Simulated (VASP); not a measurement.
# B3Se2 (R-3c) in VASP: single point with PBE

Aim: the single point of B3Se2 with PBE.

Program: VASP 6.6.1. These are calculated values, not measurements. Logs are shortened: lines on timing, memory, paths and dates and some standing lists are left out, and cuts for length are marked.

## 1. The cell of the first run

The structure is trigonal, space group R-3c (No. 167). Conventional cell: a = 4.324 Å, b = 4.324 Å, c = 33.352 Å, α = 90.00°, β = 90.00°, γ = 120.00°. Within 2.3 Å of B (site symmetry 2) lie 2 B at 1.72 Å and 2 Se at 2.09 Å. Se (site symmetry 3) has 3 B at 2.09 Å within 2.8 Å.

## 2. Single point, PBE

Input file INCAR:

```
SYSTEM = B3Se2
ALGO = Normal
EDIFF = 1E-6
ENCUT = 520
GGA = PE
ISIF = 2
ISMEAR = 0
LASPH = .True.
LCHARG = .False.
LREAL = .False.
LWAVE = .False.
NBANDS = 32
NELM = 80
PREC = Accurate
SIGMA = 0.1
```

Input file KPOINTS:

```
k-points
0
Gamma
  6 6 6
  0 0 0
```

Input file POSCAR:

```
B3Se2
1.0
    2.1620506767      1.2482605402     11.1172639655
   -2.1620506767      1.2482605402     11.1172639655
    0.0000000000     -2.4965210804     11.1172639655
B Se
6 4
Direct
   -0.0209442879      0.5209442879      0.7500000000
    0.7500000000     -0.0209442879      0.5209442879
    0.5209442879      0.7500000000     -0.0209442879
    1.0209442879      0.4790557121      0.2500000000
    0.2500000000      1.0209442879      0.4790557121
    0.4790557121      0.2500000000      1.0209442879
    0.8807244827      0.8807244827      0.8807244827
    0.6192755173      0.6192755173      0.6192755173
    0.1192755173      0.1192755173      0.1192755173
    0.3807244827      0.3807244827      0.3807244827
```

Potentials or basis: VASP PAW PBE potentials, release 64 (B, Se).

On the command line:

```
$ cat potpaw_PBE.64/B/POTCAR potpaw_PBE.64/Se/POTCAR > POTCAR
$ mpirun -np 1 vasp_std > vasp.out
```

OUTCAR:

```text
SYSTEM = B3Se2
   EDIFF = 1E-6
   ENCUT = 520
   GGA = PE
   ISIF = 2
   ISMEAR = 0
   LASPH = .True.
   LREAL = .False.
   NELM = 80
   PREC = Accurate

 ion  position               nearest neighbor table
   1  0.979  0.521  0.750-   2 1.72   3 1.72   9 2.09  10 2.09
   2  0.750  0.979  0.521-   1 1.72   3 1.72  10 2.09   9 2.09
   3  0.521  0.750  0.979-   1 1.72   2 1.72   9 2.09  10 2.09
   4  0.021  0.479  0.250-   5 1.72   6 1.72   7 2.09   8 2.09
   5  0.250  0.021  0.479-   4 1.72   6 1.72   8 2.09   7 2.09
   6  0.479  0.250  0.021-   4 1.72   5 1.72   7 2.09   8 2.09
   7  0.881  0.881  0.881-   6 2.09   4 2.09   5 2.09
   8  0.619  0.619  0.619-   5 2.09   4 2.09   6 2.09
   9  0.119  0.119  0.119-   3 2.09   1 2.09   2 2.09
  10  0.381  0.381  0.381-   2 2.09   1 2.09   3 2.09

  LATTYP: Found a trigonal (rhomboedric) cell.
 ALAT       =    11.3941289963
 COS(alpha) =     0.9279888958

  Lattice vectors:

 A1 = (   2.1620506767,   1.2482605402,  11.1172639655)
 A2 = (  -2.1620506767,   1.2482605402,  11.1172639655)
 A3 = (   0.0000000000,  -2.4965210804,  11.1172639655)

Analysis of symmetry for initial positions (statically):
=====================================================================
 Subroutine PRICEL returns:
 Original cell was already a primitive cell.

 Routine SETGRP: Setting up the symmetry group for a
 trigonal (rhombohedral) supercell.

 Subroutine GETGRP returns: Found 12 space group operations
 (whereof  6 operations were pure point group operations)
 out of a pool of 12 trial point group operations.

The static configuration has the point symmetry S_6 .
 The point group associated with its full space group is D_3d.

Analysis of symmetry for dynamics (positions and initial velocities):
=====================================================================
 Subroutine PRICEL returns:
 Original cell was already a primitive cell.

 Routine SETGRP: Setting up the symmetry group for a
 trigonal (rhombohedral) supercell.

 Subroutine GETGRP returns: Found 12 space group operations
 (whereof  6 operations were pure point group operations)
 out of a pool of 12 trial point group operations.

The dynamic configuration has the point symmetry S_6 .
 The point group associated with its full space group is D_3d.

 Subroutine INISYM returns: Found 12 space group operations
 (whereof  6 operations are pure point group operations),
 and found     1 'primitive' translations

----------------------------------------------------------------------------------------

                                     Primitive cell

  volume of cell :     180.0198

  direct lattice vectors                    reciprocal lattice vectors
     2.162050677  1.248260540 11.117263965     0.231261924  0.133519134  0.029983396
    -2.162050677  1.248260540 11.117263965    -0.231261924  0.133519134  0.029983396
     0.000000000 -2.496521080 11.117263965     0.000000000 -0.267038269  0.029983396

  length of vectors
    11.394128996 11.394128996 11.394128996     0.268716283  0.268716283  0.268716283

  position of ions in fractional coordinates (direct lattice)
     0.979055712  0.520944288  0.750000000
     0.750000000  0.979055712  0.520944288
     0.520944288  0.750000000  0.979055712
     0.020944288  0.479055712  0.250000000
     0.250000000  0.020944288  0.479055712
     0.479055712  0.250000000  0.020944288
     0.880724483  0.880724483  0.880724483
     0.619275517  0.619275517  0.619275517
     0.119275517  0.119275517  0.119275517
     0.380724483  0.380724483  0.380724483

  ion indices of the primitive-cell ions
   primitive index   ion index
                 1           1
                 2           2
                 3           3
                 4           4
                 5           5
                 6           6
                 7           7
                 8           8
                 9           9
                10          10

----------------------------------------------------------------------------------------

 KPOINTS: k-points

Automatic generation of k-mesh.
 Grid dimensions read from file:
 generate k-points for:    6    6    6

 Generating k-lattice:

  Cartesian coordinates                     Fractional coordinates (reciprocal lattice)
     0.038543654  0.022253189  0.004997233     0.166666667  0.000000000 -0.000000000
    -0.038543654  0.022253189  0.004997233     0.000000000  0.166666667 -0.000000000
     0.000000000 -0.044506378  0.004997233    -0.000000000 -0.000000000  0.166666667

  Length of vectors
     0.044786047  0.044786047  0.044786047

  Shift w.r.t. Gamma in fractional coordinates (k-lattice)
     0.000000000  0.000000000  0.000000000

 Subroutine IBZKPT returns following result:
 ===========================================

 Found     32 irreducible k-points:

 Following reciprocal coordinates:
            Coordinates               Weight
  0.000000  0.000000  0.000000      1.000000
  0.166667 -0.000000  0.000000      6.000000
  0.333333  0.000000 -0.000000      6.000000
  0.500000 -0.000000 -0.000000      3.000000
  0.166667  0.166667  0.000000      6.000000
  0.333333  0.166667 -0.000000     12.000000
[... 16 lines left out ...]
  0.500000  0.500000  0.166667      6.000000
 -0.333333  0.500000  0.166667     12.000000
 [... further k-points ...]
   k-points           NKPTS =     32   k-points in BZ     NKDIM =     32   number of bands    NBANDS=     32
   number of dos      NEDOS =    301   number of ions     NIONS =     10
   total plane-waves  NPLWV = 729000
   dimension x,y,z NGX =    90 NGY =   90 NGZ =   90
   dimension x,y,z NGXF=   180 NGYF=  180 NGZF=  180
   ions per type =               6   4
   NGX,Y,Z   is equivalent  to a cutoff of  13.13, 13.13, 13.13 a.u.
   NGXF,Y,Z  is equivalent  to a cutoff of  26.26, 26.26, 26.26 a.u.
 SYSTEM =  B3Se2
   PREC   = accura    normal or accurate (medium, high low for compatibility)
   ISTART =      0    job   : 0-new  1-cont  2-samecut
   ICHARG =      2    charge: 1-file 2-atom 10-const
   ISPIN  =      1    spin polarized calculation?
   LNONCOLLINEAR =      F non collinear calculations
   LSORBIT =      F    spin-orbit coupling
   LASPH  =      T    aspherical Exc in radial PAW
   ENCUT  =  520.0 eV  38.22 Ry    6.18 a.u.  21.19 21.19 21.19*2*pi/ulx,y,z
   NELM   =     80;   NELMIN=  2; NELMDL= -5     # of ELM steps
   EDIFF  = 0.1E-05   stopping-criterion for ELM
   LREAL  =      F    real-space projection
   EDIFFG = 0.1E-04   stopping-criterion for IOM
   NSW    =      0    number of steps for IOM
   IBRION =     -1    ionic relax: 0-MD 1-quasi-New 2-CG
   NFREE  =      0    steps in history (QN), initial steepest desc. (CG)
   ISIF   =      2    stress and relaxation
   ISYM   =      2    0-nonsym 1-usesym 2-fastsym
   POTIM  = 0.5000    time-step for ionic-motion
   TEBEG  =    0.0;   TEEND  =   0.0 temperature during run
   PSTRESS=    0.0 pullay stress
   NELECT =      42.0000    total number of electrons
   NUPDOWN=      -1.0000    fix difference up-down
   EMIN   =  10.00;   EMAX   =-10.00  energy-range for DOS
   EFERMI =   0.00;   METHOD = LEGACY
   ISMEAR =     0;   SIGMA  =   0.10  broadening in eV -4-tet -1-fermi 0-gaus
   EFERMI_NEDOS =   21; number of points for ismear=-14 and -15
   IALGO  =     38    algorithm
   IMIX   =      4    mixing-type and parameters
     AMIX     =   0.40;   BMIX     =  1.00
     AMIX_MAG =   1.60;   BMIX_MAG =  1.00
  volume/ion in A,a.u.               =      18.00       121.48
  Fermi-wavevector in a.u.,A,eV,Ry     =   1.007824  1.904510 13.819550  1.015708
  Thomas-Fermi vector in A             =   2.140652
   LORBIT       =      0    0 simple, 1 ext, 2 COOP (PROOUT), +10 PAW based schemes
   GGA     = PE    functional components
   LHFCALC =     F    Hartree Fock is set to
   AEXX    =    0.0000 exact exchange contribution
   IVDW    =     0    specifies the selected vdW correction
   LEPSILON=     F    determine dielectric tensor
   LRPA    =     F    only Hartree local field effects (RPA)
 non-spin polarized calculation
 Gauss-broadening in eV      SIGMA  =   0.10
  energy-cutoff  :      520.00
  volume of cell :      180.02
 maximum number of plane-waves:      4868
 NGX is ok and might be reduce to    90
   NGX = 43   NGY = 43   NGZ = 43

 number of electron      42.0000000 magnetization

 Free energy of the ion-electron system (eV)
  ---------------------------------------------------
  ext. energy  EPLUGINS =         0.00000000
  ---------------------------------------------------
  free energy    TOTEN  =       -47.12678260 eV

  energy without entropy =      -47.09036327  energy(sigma->0) =      -47.10857293

 E-fermi :   3.1431     XC(G=0):  -8.7875

 val. band max:        3.1164365395   @ k =  -0.1667   0.1667   0.1667
 cond. band min:       3.1513752160   @ k =   0.3333   0.3333  -0.0000
 fundamental gap:      0.0349386764
 Fermi energy:         3.1431030765

 k-point     1 :       0.0000    0.0000    0.0000
  band No.  band energies     occupation
      1     -13.0556      2.00000
      2     -12.9669      2.00000
      3     -10.9449      2.00000
      4     -10.7455      2.00000
      5      -6.0537      2.00000
      6      -5.9948      2.00000
[... 24 lines left out ...]
     31       8.6953      0.00000
     32       8.9474      0.00000

 k-point     2 :       0.1667   -0.0000    0.0000
  band No.  band energies     occupation
      1     -12.8776      2.00000
      2     -12.7938      2.00000
      3     -10.9641      2.00000
      4     -10.7967      2.00000
      5      -6.5247      2.00000
      6      -6.5192      2.00000
[... 24 lines left out ...]
     31       8.3445      0.00000
     32       8.7369      0.00000
[... 733 lines left out ...]
     31       7.9622      0.00000
     32       8.6891      0.00000

 k-point    24 :      -0.3333    0.5000    0.1667
  band No.  band energies     occupation
      1     -11.9898      2.00000
      2     -11.9791      2.00000
      3     -11.2803      2.00000
      4     -11.2497      2.00000
      5      -7.9384      2.00000
      6      -7.9071      2.00000
[... 24 lines left out ...]
     31       8.1254      0.00000
     32       8.5198      0.00000

 [... further k-points ...]

------------------------ aborting loop because EDIFF is reached ----------------------------------------

  FORCE on cell =-STRESS in cart. coord.  units (eV):
  Direction    XX          YY          ZZ          XY          YZ          ZX
  --------------------------------------------------------------------------------------
  -------------------------------------------------------------------------------------
  Total        0.1437563      0.1437563      0.2051374     -0.0000000     -0.0000000      0.0000000
  in kB        1.2794316      1.2794316      1.8257239     -0.0000000     -0.0000000      0.0000000
  external PRESSURE =       1.4615291 kB  Pullay stress =       0.0000000 kB

 VOLUME and BASIS-vectors are now :
 -----------------------------------------------------------------------------
  energy-cutoff  :      520.00
  volume of cell :      180.02
      direct lattice vectors                 reciprocal lattice vectors
     2.162050677  1.248260540 11.117263965     0.231261924  0.133519134  0.029983396
    -2.162050677  1.248260540 11.117263965    -0.231261924  0.133519134  0.029983396
     0.000000000 -2.496521080 11.117263965     0.000000000 -0.267038269  0.029983396

 POSITION                                       TOTAL-FORCE (eV/Angst)
 -----------------------------------------------------------------------------------
      0.99046      0.00000     25.01384        -0.005318      0.000000     -0.000000
     -0.49523      0.85776     25.01384         0.002659     -0.004605     -0.000000
     -0.49523     -0.85776     25.01384         0.002659      0.004605     -0.000000
     -0.99046      0.00000      8.33795         0.005318      0.000000     -0.000000
      0.49523     -0.85776      8.33795        -0.002659      0.004605     -0.000000
      0.49523      0.85776      8.33795        -0.002659     -0.004605     -0.000000
      0.00000      0.00000     29.37374        -0.000000      0.000000     -0.028341
      0.00000      0.00000     20.65395        -0.000000      0.000000      0.028341
      0.00000      0.00000      3.97805        -0.000000      0.000000      0.028341
      0.00000      0.00000     12.69784        -0.000000      0.000000     -0.028341
 -----------------------------------------------------------------------------------
    total drift:                                0.000000      0.000000      0.000000

  FREE ENERGIE OF THE ION-ELECTRON SYSTEM (eV)
  ---------------------------------------------------
  free  energy   TOTEN  =       -47.1267825981 eV

  energy  without entropy=      -47.0903632718  energy(sigma->0) =      -47.10857293
```

Wall time 17 min (1 thread of Intel Xeon 6975P-C (Granite Rapids), shared host); peak memory 1.2 GiB.

Results:

- Free energy: -47.1268 eV
- Pressure: 0.1 GPa
- Largest force: 0.028 eV/Å
- Band gap on the k mesh: zero (bands 21 and 22 overlap by 0.90 eV)

Forces on the atoms (eV/Å):
```
B   -0.005  0.000  0.000
B    0.003 -0.005  0.000
B    0.003  0.005  0.000
B    0.005  0.000  0.000
B   -0.003  0.005  0.000
B   -0.003 -0.005  0.000
Se   0.000  0.000 -0.028
Se   0.000  0.000  0.028
Se   0.000  0.000  0.028
Se   0.000  0.000 -0.028
```

Levels at points of the mesh, in eV from the Fermi level:
| k point | band 18 | band 19 | band 20 | band 21 | band 22 | band 23 | band 24 | band 25 |
| --- | --- | --- | --- | --- | --- | --- | --- | --- |
| (0.00, 0.00, 0.00) | -2.76 | -1.71 | -1.56 | -0.41 | -0.41 | -0.40 | -0.40 | 2.27 |
| (0.50, 0.00, 0.00) | -3.21 | 0.04 | 0.04 | 0.38 | 0.38 | 1.62 | 1.62 | 3.04 |
| (0.50, 0.50, 0.00) | -2.89 | 0.09 | 0.15 | 0.27 | 0.33 | 1.58 | 1.64 | 2.81 |
| (0.50, 0.50, 0.50) | -3.21 | -1.65 | -1.65 | -0.41 | -0.41 | -0.41 | -0.41 | 2.43 |

The gap in the log of VASP goes by the Fermi energy; the results here count the filled bands.